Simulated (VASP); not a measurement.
Set up this calculation in VASP 6.6.1, as the native input.

| Item | Value |
| --- | --- |
| Task | single point |
| Functional | PBE |
| Potentials or basis | VASP PAW PBE potentials, release 64 (Al, N) |
| Cutoff | 520 eV |
| k mesh | 8 × 6 × 4 |
| Occupations | gaussian, width 0.05 eV |
| Spin | no spin polarisation |
| Dipole correction | no |
| Further INCAR settings | ALGO = Normal; EDIFF = 1e-06; NBANDS = 26 |

The structure of AlN lies in POSCAR:

```
AlN
1.0
   -1.6567491617      2.8695737234      0.0000000000
    0.0000000000      0.0000000000      4.1874629526
    4.9702474850      2.8695737234      0.0000000000
Al N
4 4
Direct
    0.3251522874      0.7500000000      0.2097874971
    0.0000000000      0.7500000000      0.6666666667
    0.0000000000      0.2500000000      0.3333333333
    0.5000000000      0.2500000000      0.8333333333
    0.5000000000      0.2500000000      0.1666666667
    0.0000000000      0.2500000000      0.6666666667
    0.0000000000      0.7500000000      0.3333333333
    0.5000000000      0.7500000000      0.8333333333
```

This cell differs from its parent crystal: atom 1 (Al) moved by +0.504 Å along [1 0 0] and -0.378 Å along [1 2 0].

These files were run (other wordings do the same):

INCAR

```
SYSTEM = AlN
  PREC = Accurate
  ENCUT = 520
  EDIFF = 1E-6
  ISMEAR = 0
  SIGMA = 0.05
  LREAL = .False.
  LASPH = .True.
  NELM = 100
  ALGO = Normal
  ISIF = 2
  LWAVE = .False.
  LCHARG = .False.
  GGA = PE
  NBANDS = 26
```

KPOINTS

```
Automatic mesh
0
Gamma
  8 6 4
  0 0 0
```

Potentials or basis: VASP PAW PBE potentials, release 64 (Al, N).

Launch:

```bash
$ cat potpaw_PBE.64/Al/POTCAR potpaw_PBE.64/N/POTCAR > POTCAR
$ mpirun -np 1 vasp_std > vasp.out
```

Results of the run:

```
Pressure               : 31.4 GPa
Largest force          : 43.685 eV/Å
Band gap on the k mesh : 2.92 eV, direct
```

Caveat: the cell differs from its parent crystal (atom 1 (Al) moved by +0.504 Å along [1 0 0] and -0.378 Å along [1 2 0]); forces of over 1 eV/Å act on the atoms, so gaps and moduli don't describe the material at rest.

It took 57 s on 1 thread of Intel(R) Xeon(R) 6975P-C (Granite Rapids) (shared host), peak memory 0.25 GiB.
